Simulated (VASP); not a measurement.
Al: single point with PBEsol

Al:

```
CELL_PARAMETERS angstrom
-1.55144 1.55144 1.59122
1.55144 -1.55144 1.59122
1.55144 1.55144 -1.59122
ATOMIC_POSITIONS crystal
Al 0.00000 0.00000 0.00000
```

This cell differs from its parent crystal: strain -0.025 along x and y, +0.000 along z.

```json
{
  "Program": "VASP 6.6.1",
  "Task": "single point",
  "Functional": "PBEsol",
  "Potentials or basis": "VASP PAW PBE potentials, release 64 (Al)",
  "Cutoff": "520 eV",
  "k mesh": "20 × 20 × 20",
  "Occupations": "gaussian, width 0.15 eV",
  "Spin": "no spin polarisation",
  "Dipole correction": "no",
  "Further INCAR settings": "ALGO = Normal; EDIFF = 1e-06; NBANDS = 8"
}
```

```json
{
  "Pressure": "6.9 GPa"
}
```

Stress tensor (GPa, compression positive):
```
6.42 0.00 0.00
0.00 6.42 0.00
0.00 0.00 7.83
```

Levels at points of the mesh, in eV from the Fermi level:
```csv
k point,band 1,band 2,band 3,band 4,band 5,band 6
"(0.00, 0.00, 0.00)",-11.66,13.50,13.50,14.11,15.61,15.86
"(0.50, 0.00, 0.00)",-4.65,-4.03,8.61,8.91,10.71,12.14
"(0.50, 0.50, 0.00)",-4.52,-3.79,8.06,8.40,10.07,11.88
"(0.50, 0.50, 0.50)",1.51,2.24,2.24,2.67,3.00,6.54
```

Wall time 45 s on 1 thread of Intel(R) Xeon(R) Platinum 8488C (Sapphire Rapids), with other jobs on the host, peak memory 0.17 GiB.

Caveat: the cell differs from its parent crystal (strain -0.025 along x and y, +0.000 along z); the PAW data sets were made with another functional, which shifts forces and pressure a little.
